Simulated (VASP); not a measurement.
Set up this calculation in VASP 6.6.1, as the native input.

```yaml
Task: relaxation of cell and atoms
Functional: PBE
Potentials_or_basis: VASP PAW PBE potentials, release 64 (Ga_d, P, N)
Cutoff: 600 eV
k_mesh: 6 × 6 × 4
Occupations: gaussian, width 0.1 eV
Spin: no spin polarisation
Dipole_correction: no
Further_INCAR_settings: ALGO = Normal; EDIFF = 1e-06; IBRION = 2; EDIFFG = -0.04; NSW = 90; ISIF = 3
```

The structure of Ga3PN2 lies in POSCAR:

```
Ga3PN2
1.0
    4.2899423000      0.0000000000      0.0000000000
   -2.1449711500      3.7151990100      0.0000000000
    0.0000000000      0.0000000000      6.7623570600
Ga P N
3 1 2
Direct
    0.0000000000      0.0000000000      0.5000000000
    0.6666666700      0.3333333300      0.6493157700
    0.3333333300      0.6666666700      0.3506842300
    0.0000000000      0.0000000000      0.0000000000
    0.6666666700      0.3333333300      0.2483411600
    0.3333333300      0.6666666700      0.7516588400
```

The input as run:

INCAR

```
PREC = Accurate
ENCUT = 600
EDIFF = 1E-6
ISMEAR = 0
SIGMA = 0.1
LREAL = F
LASPH = T
NELM = 80
ALGO = Normal
ISIF = 3
LWAVE = F
LCHARG = F
GGA = PE
IBRION = 2
NSW = 90
EDIFFG = -0.04
```

KPOINTS

```
regular mesh
0
Gamma
  6 6 4
```

Potentials or basis: VASP PAW PBE potentials, release 64 (Ga_d, P, N).

Launch:

```bash
$ cat potpaw_PBE.64/Ga_d/POTCAR potpaw_PBE.64/P/POTCAR potpaw_PBE.64/N/POTCAR > POTCAR
$ mpirun -np 1 vasp_std > vasp.out
```

Results of the run:

```json
{
 "Relaxed volume": "12.18 Å³/atom",
 "Relaxed cell": "a = 3.171 Å, b = 3.171 Å, c = 8.397 Å, α = 90.00°, β = 90.00°, γ = 120.00°",
 "Space group after relaxing (to 0.05 Å)": "P-3m1 (No. 164)",
 "Energy gained by relaxing": "1321.7 meV/atom",
 "Ionic steps": "31",
 "Pressure after relaxing": "0.0 GPa",
 "Largest force after relaxing": "0.035 eV/Å",
 "Band gap on the k mesh": "zero (band 27 reaches 9.87 eV, above the bottom of band 28 at 7.66 eV)"
}
```

Caveat: the volume moved by over 15 % at a fixed basis, so the end points are rough.

It took 29 min on 1 thread of AMD EPYC 9R45 96-Core Processor (Zen 5) (shared host), peak memory 0.29 GiB.
